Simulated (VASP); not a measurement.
Set up this calculation in VASP 6.6.1, as the native input.

* Task: single point
* Functional: PBE
* Potentials or basis: VASP PAW PBE potentials, release 64 (Mo_sv)
* Cutoff: 520 eV
* k mesh: 22 × 22 × 22
* Occupations: gaussian, width 0.15 eV
* Spin: no spin polarisation
* Dipole correction: no
* Further INCAR settings: ALGO = Fast; EDIFF = 1e-06; NBANDS = 13

The structure of Mo lies in POSCAR:

```
Mo
1.0
   -1.5238700000      1.5238700000      1.5945650000
    1.5238700000     -1.5238700000      1.5945650000
    1.5238700000      1.5238700000     -1.5945650000
Mo
1
Direct
    0.0000000000      0.0000000000      0.0000000000
```

This cell differs from its parent crystal: strain -0.030 along x and y, +0.015 along z.

These files were run (other wordings do the same):

INCAR

```
PREC = Accurate ; ENCUT = 520
EDIFF = 1E-6 ; ISMEAR = 0
SIGMA = 0.15 ; LREAL = F
LASPH = T ; NELM = 60
ALGO = Fast ; ISIF = 2
LWAVE = F ; LCHARG = T
GGA = PE ; LELF = T
LVHAR = T ; NBANDS = 13
```

KPOINTS

```
Automatic mesh
0
Gamma
  22 22 22
```

Potentials or basis: VASP PAW PBE potentials, release 64 (Mo_sv).

Launch:

```console
$ cat potpaw_PBE.64/Mo_sv/POTCAR > POTCAR
$ mpirun -np 1 vasp_std > vasp.out
```

It gave:

| Item | Value |
| --- | --- |
| Pressure | 19.9 GPa |
| Band gap on the k mesh | zero (bands 7 and 8 overlap by 5.38 eV) |

Caveat: the cell differs from its parent crystal (strain -0.030 along x and y, +0.015 along z); the stress differs along the axes, from 10 to 25 GPa.

Run time: 3.6 min on 1 thread of Intel Xeon 8259CL, on a shared host, peak memory 0.25 GiB.
